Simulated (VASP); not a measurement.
Write the native input for VASP 6.6.1 that does the following.

```yaml
Task: single point
Functional: PBE
Potentials_or_basis: VASP PAW PBE potentials, release 64 (Ga_d, N)
Cutoff: 520 eV
k_mesh: 12 × 12 × 6
Occupations: gaussian, width 0.05 eV
Spin: no spin polarisation
Dipole_correction: no
Further_INCAR_settings: ALGO = Normal; EDIFF = 1e-06; NBANDS = 26
```

The structure of GaN lies in POSCAR:

```
GaN
1.0
    3.1004996690      0.0000000000      0.0000000000
   -1.5502498345      2.6851114777      0.0000000000
    0.0000000000      0.0000000000      5.0368500000
Ga N
2 2
Direct
    0.3333333333      0.6666666667      0.0000000000
    0.6666666667      0.3333333333      0.5000000000
    0.3333333333      0.6666666667      0.3750000000
    0.6666666667      0.3333333333      0.8750000000
```

This cell differs from its parent crystal: strain -0.025 along x and y, -0.025 along z.

The input as run:

INCAR

```
  PREC = Accurate
  ENCUT = 520
  EDIFF = 1E-6
  ISMEAR = 0
  SIGMA = 0.05
  LREAL = F
  LASPH = T
  NELM = 80
  ALGO = Normal
  ISIF = 2
  LWAVE = F
  LCHARG = F
  GGA = PE
  NBANDS = 26
```

KPOINTS

```
Automatic mesh
0
Gamma
  12 12 6
```

Potentials or basis: VASP PAW PBE potentials, release 64 (Ga_d, N).

Run with:

```console
$ cat potpaw_PBE.64/Ga_d/POTCAR potpaw_PBE.64/N/POTCAR > POTCAR
$ mpirun -np 1 vasp_std > vasp.out
```

Results of the run:

```yaml
Pressure: 25.4 GPa
Largest_force: 0.156 eV/Å
Band_gap_on_the_k_mesh: 2.49 eV, direct
```

Caveat: the cell differs from its parent crystal (strain -0.025 along x and y, -0.025 along z).

Run time: 68 s on 1 thread of Intel(R) Xeon(R) Platinum 8488C (Sapphire Rapids), on a shared host, peak memory 0.2 GiB.
